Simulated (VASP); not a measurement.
# SnO2 (P4_2/mnm) in VASP: further runs

SnO2 is run at these levels: r2SCAN; tasks: single point.

Program: VASP 6.6.1. These are calculated values, not measurements. Logs are shortened: lines on timing, memory, paths and dates and some standing lists are left out, and cuts for length are marked.

**1. The cell of the first run**

Symmetry: P4_2/mnm, No. 136, tetragonal system. The conventional cell has a = 4.759 Å, b = 4.759 Å, c = 3.200 Å, α = 90.00°, β = 90.00°, γ = 90.00°. Within 2.7 Å of Sn (site symmetry mmm) lie 6 O at 2.06 to 2.07 Å. Within 2.7 Å of O (site symmetry m2m) lie 3 Sn at 2.06 to 2.07 Å and 1 O at 2.61 Å.

**2. Single point, r2SCAN**

File POSCAR:

```
SnO2
1.0
    4.7585691668      0.0000000000      0.0000000000
    0.0000000000      4.7585691668      0.0000000000
    0.0000000000      0.0000000000      3.2000552028
Sn O
2 4
Direct
    0.0000000000      0.0000000000      0.0000000000
    0.5000000000      0.5000000000      0.5000000000
    0.3059036286      0.3059036286      0.0000000000
    0.6940963714      0.6940963714      0.0000000000
    0.1940963714      0.8059036286      0.5000000000
    0.8059036286      0.1940963714      0.5000000000
```

File INCAR.step1:

```
ALGO = Normal ; EDIFF = 1E-5
ENCUT = 660 ; GGA = PE
GGA_COMPAT = F ; ISMEAR = 0
LASPH = T ; LCHARG = F
LREAL = F ; LWAVE = T
NBANDS = 35 ; NELM = 120
PREC = Accurate ; SIGMA = 0.02
```

File INCAR.step2:

```
ALGO = Normal ; EDIFF = 1E-6
ENCUT = 660 ; GGA_COMPAT = F
ISIF = 2 ; ISMEAR = 0
ISTART = 1 ; LASPH = T
LCHARG = T ; LELF = T
LMIXTAU = T ; LREAL = F
LVHAR = T ; LWAVE = F
METAGGA = R2SCAN ; NBANDS = 35
NELM = 120 ; PREC = Accurate
SIGMA = 0.02
```

File KPOINTS:

```
k-points
0
Gamma
  6 6 8
```

Potentials or basis: VASP PAW PBE potentials, release 64 (Sn_d, O).

Launch:

```sh
cat potpaw_PBE.64/Sn_d/POTCAR potpaw_PBE.64/O/POTCAR > POTCAR
cp INCAR.step1 INCAR
mpirun -np 1 vasp_std > vasp.out
cp INCAR.step2 INCAR
mpirun -np 1 vasp_std > vasp.out
```

OUTCAR:

```text
EDIFF = 1E-6
   ENCUT = 660
   ISIF = 2
   ISMEAR = 0
   ISTART = 1
   LASPH = T
   LREAL = F
   METAGGA = R2SCAN
   NELM = 120
   PREC = Accurate

 ion  position               nearest neighbor table
   1  0.000  0.000  0.000-   3 2.06   4 2.06   5 2.07   6 2.07   5 2.07   6 2.07   2 3.73   2 3.73
                             2 3.73   2 3.73   2 3.73   2 3.73   2 3.73   2 3.73
   2  0.500  0.500  0.500-   5 2.06   6 2.06   3 2.07   4 2.07   3 2.07   4 2.07   1 3.73   1 3.73
                             1 3.73   1 3.73   1 3.73   1 3.73   1 3.73   1 3.73
   3  0.306  0.306  0.000-   1 2.06   2 2.07   2 2.07
   4  0.694  0.694  0.000-   1 2.06   2 2.07   2 2.07
   5  0.194  0.806  0.500-   2 2.06   1 2.07   1 2.07
   6  0.806  0.194  0.500-   2 2.06   1 2.07   1 2.07

  LATTYP: Found a simple tetragonal cell.
 ALAT       =     4.7585691668
 C/A-ratio  =     0.6724826499

  Lattice vectors:

 A1 = (   4.7585691668,   0.0000000000,   0.0000000000)
 A2 = (   0.0000000000,   4.7585691668,   0.0000000000)
 A3 = (   0.0000000000,   0.0000000000,   3.2000552028)

Analysis of symmetry for initial positions (statically):
=====================================================================
 Subroutine PRICEL returns:
 Original cell was already a primitive cell.

 Routine SETGRP: Setting up the symmetry group for a
 simple tetragonal supercell.

 Subroutine GETGRP returns: Found 16 space group operations
 (whereof  8 operations were pure point group operations)
 out of a pool of 16 trial point group operations.

The static configuration has the point symmetry D_2h.
 The point group associated with its full space group is D_4h.

Analysis of symmetry for dynamics (positions and initial velocities):
=====================================================================
 Subroutine PRICEL returns:
 Original cell was already a primitive cell.

 Routine SETGRP: Setting up the symmetry group for a
 simple tetragonal supercell.

 Subroutine GETGRP returns: Found 16 space group operations
 (whereof  8 operations were pure point group operations)
 out of a pool of 16 trial point group operations.

The dynamic configuration has the point symmetry D_2h.
 The point group associated with its full space group is D_4h.

 Subroutine INISYM returns: Found 16 space group operations
 (whereof  8 operations are pure point group operations),
 and found     1 'primitive' translations

----------------------------------------------------------------------------------------

                                     Primitive cell

[... 104 lines left out ...]
   ISIF   =      2    stress and relaxation
   ISYM   =      2    0-nonsym 1-usesym 2-fastsym
   POTIM  = 0.5000    time-step for ionic-motion
   TEBEG  =    0.0;   TEEND  =   0.0 temperature during run
   PSTRESS=    0.0 pullay stress
   NELECT =      52.0000    total number of electrons
   NUPDOWN=      -1.0000    fix difference up-down
   EMIN   =  10.00;   EMAX   =-10.00  energy-range for DOS
   EFERMI =   0.00;   METHOD = LEGACY
   ISMEAR =     0;   SIGMA  =   0.02  broadening in eV -4-tet -1-fermi 0-gaus
   EFERMI_NEDOS =   21; number of points for ismear=-14 and -15
   IALGO  =     38    algorithm
   IMIX   =      4    mixing-type and parameters
     AMIX     =   0.40;   BMIX     =  1.00
     AMIX_MAG =   1.60;   BMIX_MAG =  1.00
  volume/ion in A,a.u.               =      12.08        81.50
  Fermi-wavevector in a.u.,A,eV,Ry     =   1.465680  2.769734 29.228283  2.148218
  Thomas-Fermi vector in A             =   2.581508
   LORBIT       =      0    0 simple, 1 ext, 2 COOP (PROOUT), +10 PAW based schemes
   METAGGA = R2SCAN    functional components
   LHFCALC =     F    Hartree Fock is set to
   AEXX    =    0.0000 exact exchange contribution
   IVDW    =     0    specifies the selected vdW correction
   LEPSILON=     F    determine dielectric tensor
   LRPA    =     F    only Hartree local field effects (RPA)
 non-spin polarized calculation
 Gauss-broadening in eV      SIGMA  =   0.02
  energy-cutoff  :      660.00
  volume of cell :       72.46
 maximum number of plane-waves:      2828
 NGX is ok and might be reduce to    40
   NGX = 19   NGY = 19   NGZ = 13

 number of electron      52.0000006 magnetization

 Free energy of the ion-electron system (eV)
  ---------------------------------------------------
  ext. energy  EPLUGINS =         0.00000000
  ---------------------------------------------------
  free energy    TOTEN  =       -84.65391041 eV

  energy without entropy =      -84.65391041  energy(sigma->0) =      -84.65391041

 E-fermi :   5.7497     XC(G=0): -11.9728

 val. band max:        5.5633445669   @ k =   0.0000   0.0000   0.0000
 cond. band min:       7.3694709667   @ k =   0.0000   0.0000   0.0000
 fundamental gap:      1.8061263998
 Fermi energy:         5.7497403981

 k-point     1 :       0.0000    0.0000    0.0000
  band No.  band energies     occupation
      1     -16.1734      2.00000
      2     -15.2583      2.00000
      3     -14.9565      2.00000
      4     -14.9565      2.00000
      5     -14.9345      2.00000
      6     -14.8962      2.00000
[... 901 lines left out ...]
     34      18.8197      0.00000
     35      19.1163      0.00000

 [... further k-points ...]

------------------------ aborting loop because EDIFF is reached ----------------------------------------

  FORCE on cell =-STRESS in cart. coord.  units (eV):
  Direction    XX          YY          ZZ          XY          YZ          ZX
  --------------------------------------------------------------------------------------
  -------------------------------------------------------------------------------------
  Total        0.3877121      0.3877121      0.6371319      0.0000000      0.0000000      0.0000000
  in kB        8.5725432      8.5725432     14.0873635      0.0000000      0.0000000      0.0000000
  external PRESSURE =      10.4108167 kB  Pullay stress =       0.0000000 kB

 VOLUME and BASIS-vectors are now :
 -----------------------------------------------------------------------------
  energy-cutoff  :      660.00
  volume of cell :       72.46
      direct lattice vectors                 reciprocal lattice vectors
     4.758569167  0.000000000  0.000000000     0.210147203  0.000000000  0.000000000
     0.000000000  4.758569167  0.000000000     0.000000000  0.210147203  0.000000000
     0.000000000  0.000000000  3.200055203     0.000000000  0.000000000  0.312494609

 POSITION                                       TOTAL-FORCE (eV/Angst)
 -----------------------------------------------------------------------------------
      0.00000      0.00000      0.00000        -0.000000      0.000000      0.000000
      2.37928      2.37928      1.60003        -0.000000      0.000000      0.000000
      1.45566      1.45566      0.00000        -0.020982     -0.020982     -0.000000
      3.30291      3.30291      0.00000         0.020982      0.020982      0.000000
      0.92362      3.83495      1.60003         0.020982     -0.020982      0.000000
      3.83495      0.92362      1.60003        -0.020982      0.020982      0.000000
 -----------------------------------------------------------------------------------
    total drift:                                0.000000     -0.000000     -0.000000

  FREE ENERGIE OF THE ION-ELECTRON SYSTEM (eV)
  ---------------------------------------------------
  free  energy   TOTEN  =       -84.6539104095 eV

  energy  without entropy=      -84.6539104095  energy(sigma->0) =      -84.65391041
```

OUTCAR.step1:

```text
EDIFF = 1E-5
   ENCUT = 660
   GGA = PE
   ISMEAR = 0
[... 1154 lines left out ...]
      1.45566      1.45566      0.00000        -0.036082     -0.036082      0.000000
      3.30291      3.30291      0.00000         0.036082      0.036082     -0.000000
      0.92362      3.83495      1.60003         0.036082     -0.036082     -0.000000
      3.83495      0.92362      1.60003        -0.036082      0.036082     -0.000000
 -----------------------------------------------------------------------------------
    total drift:                                0.000000     -0.000000     -0.000000

  FREE ENERGIE OF THE ION-ELECTRON SYSTEM (eV)
  ---------------------------------------------------
  free  energy   TOTEN  =       -37.2437042627 eV

  energy  without entropy=      -37.2437042627  energy(sigma->0) =      -37.24370426
```

OSZICAR.step1:

```text
N       E                     dE             d eps       ncg     rms          rms(c)
DAV:   1     0.713913172765E+03    0.71391E+03   -0.29288E+04  3864   0.268E+03
DAV:   2     0.734535750127E+02   -0.64046E+03   -0.60165E+03  3772   0.688E+02
DAV:   3    -0.371200890955E+02   -0.11057E+03   -0.10843E+03  3790   0.228E+02
DAV:   4    -0.432981456203E+02   -0.61781E+01   -0.61304E+01  4399   0.571E+01
DAV:   5    -0.434536429230E+02   -0.15550E+00   -0.15527E+00  4334   0.958E+00    0.160E+01
DAV:   6    -0.371622478981E+02    0.62914E+01   -0.17546E+01  5564   0.639E+01    0.620E+00
DAV:   7    -0.372733698001E+02   -0.11112E+00   -0.20353E+00  4077   0.794E+00    0.322E+00
DAV:   8    -0.372501384474E+02    0.23231E-01   -0.17167E-01  5076   0.419E+00    0.740E-01
DAV:   9    -0.372428964249E+02    0.72420E-02   -0.34785E-02  5811   0.298E+00    0.131E-01
DAV:  10    -0.372435885855E+02   -0.69216E-03   -0.38442E-03  4278   0.473E-01    0.549E-02
DAV:  11    -0.372437045950E+02   -0.11601E-03   -0.18769E-04  4638   0.100E-01    0.150E-02
DAV:  12    -0.372437042627E+02    0.33223E-06   -0.79968E-06  2807   0.238E-02
   1 F= -.37243704E+02 E0= -.37243704E+02  d E =-.196191E-26
```

Wall time 15 min (1 thread of Oxide Virtual Turin-like, shared host); peak memory 0.28 GiB.

What came out:

- Free energy: -84.6539 eV
- Pressure: 1.0 GPa
- Largest force: 0.030 eV/Å
- Band gap on the k mesh: 1.81 eV

Forces on the atoms (eV/Å):
```
Sn   0.000  0.000  0.000
Sn   0.000  0.000  0.000
O   -0.021 -0.021  0.000
O    0.021  0.021  0.000
O    0.021 -0.021  0.000
O   -0.021  0.021  0.000
```

Stress tensor (GPa, compression positive):
```
0.86 0.00 0.00
0.00 0.86 0.00
0.00 0.00 1.41
```

Caveat: the PAW data sets were made with another functional, which shifts forces and pressure a little; spin-orbit coupling is left out, which moves the levels of the heavy elements.

**3. Single point, r2SCAN**

POSCAR is that of step 2.

File INCAR.step1:

```
SYSTEM = SnO2
PREC = Accurate ; ENCUT = 660
ISMEAR = 0 ; SIGMA = 0.02
LREAL = .False. ; LASPH = .True.
NELM = 120 ; NBANDS = 35
GGA = PE ; ALGO = Normal
EDIFF = 1E-5 ; LWAVE = .True.
LCHARG = .False. ; GGA_COMPAT = .False.
```

File INCAR.step2:

```
SYSTEM = SnO2
PREC = Accurate ; ENCUT = 660
EDIFF = 1E-6 ; ISMEAR = 0
SIGMA = 0.02 ; LREAL = .False.
LASPH = .True. ; NELM = 120
ALGO = Normal ; ISIF = 2
LWAVE = .False. ; LCHARG = .False.
METAGGA = R2SCAN ; LMIXTAU = .True.
NBANDS = 35 ; ISTART = 1
GGA_COMPAT = .False.
```

File KPOINTS:

```
Automatic mesh
0
Gamma
  6 6 8
  0 0 0
```

Potentials or basis: VASP PAW PBE potentials, release 64 (Sn_d, O).

Launch:

```sh
cat potpaw_PBE.64/Sn_d/POTCAR potpaw_PBE.64/O/POTCAR > POTCAR
cp INCAR.step1 INCAR
mpirun -np 1 vasp_std > vasp.out
cp INCAR.step2 INCAR
mpirun -np 1 vasp_std > vasp.out
```

It took 14 min on 1 thread of Oxide Virtual Turin-like, shared host; peak memory 0.27 GiB.

It converged, with:

```
Free energy            : -84.6539 eV
Pressure               : 1.0 GPa
Largest force          : 0.030 eV/Å
Band gap on the k mesh : 1.81 eV
```

Forces in eV/Å, atoms in the order of the input:
```
Sn   0.000  0.000  0.000
Sn   0.000  0.000  0.000
O   -0.021 -0.021  0.000
O    0.021  0.021  0.000
O    0.021 -0.021  0.000
O   -0.021  0.021  0.000
```

Stress tensor (GPa, compression positive):
```
0.86 0.00 0.00
0.00 0.86 0.00
0.00 0.00 1.41
```

Levels at points of the mesh, in eV from the valence-band top:
| k point | band 24 | band 25 | band 26 | band 27 | band 28 | band 29 |
| --- | --- | --- | --- | --- | --- | --- |
| (0.00, 0.00, 0.00) | -0.78 | -0.78 | 0.00 | 1.81 | 6.82 | 7.06 |
| (0.50, 0.00, 0.00) | -1.17 | -0.62 | -0.62 | 5.01 | 5.01 | 7.81 |
| (0.50, 0.50, 0.00) | -1.30 | -0.92 | -0.92 | 5.46 | 5.46 | 8.23 |
| (0.00, 0.00, 0.50) | -1.67 | -1.27 | -1.27 | 6.88 | 6.88 | 10.54 |
| (0.50, 0.00, 0.50) | -1.11 | -0.69 | -0.69 | 7.16 | 7.16 | 8.86 |
| (0.50, 0.50, 0.50) | -0.96 | -0.85 | -0.85 | 5.53 | 5.53 | 9.66 |

Caveat: the PAW data sets were made with another functional, which shifts forces and pressure a little; spin-orbit coupling is left out, which moves the levels of the heavy elements.
